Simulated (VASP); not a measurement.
Re, 2 atoms in the cell. It takes space group P6_3/mmc (No. 194, hexagonal). The conventional cell has a = 2.809 Å, b = 2.809 Å, c = 4.536 Å, α = 90.00°, β = 90.00°, γ = 120.00°. Within 3.7 Å of Re (site symmetry -6m2) lie 12 Re at 2.79 to 2.81 Å. 

- Program: VASP 6.6.1
- Task: single point
- Functional: PBE
- Potentials or basis: VASP PAW PBE potentials, release 64 (Re)
- Cutoff: 520 eV
- k mesh: 12 × 12 × 7
- Occupations: methfessel-paxton, width 0.1 eV
- Spin: no spin polarisation
- Dipole correction: no
- Further INCAR settings: ALGO = Normal; EDIFF = 1e-06; NBANDS = 14

Potentials or basis: VASP PAW PBE potentials, release 64 (Re).

Run with:

```bash
$ cat potpaw_PBE.64/Re/POTCAR > POTCAR
$ mpirun -np 1 vasp_std > vasp.out
```

Hardware: 1 thread of AMD EPYC 7R43 64-Core Processor (Zen 3), with other jobs on the host.

Task: How long does it take, and how much memory?

Result: It took 34 s on 1 thread of AMD EPYC 7R43 64-Core Processor (Zen 3), on a shared host, peak memory 0.14 GiB. Counts: scf iterations 12, k points 76.
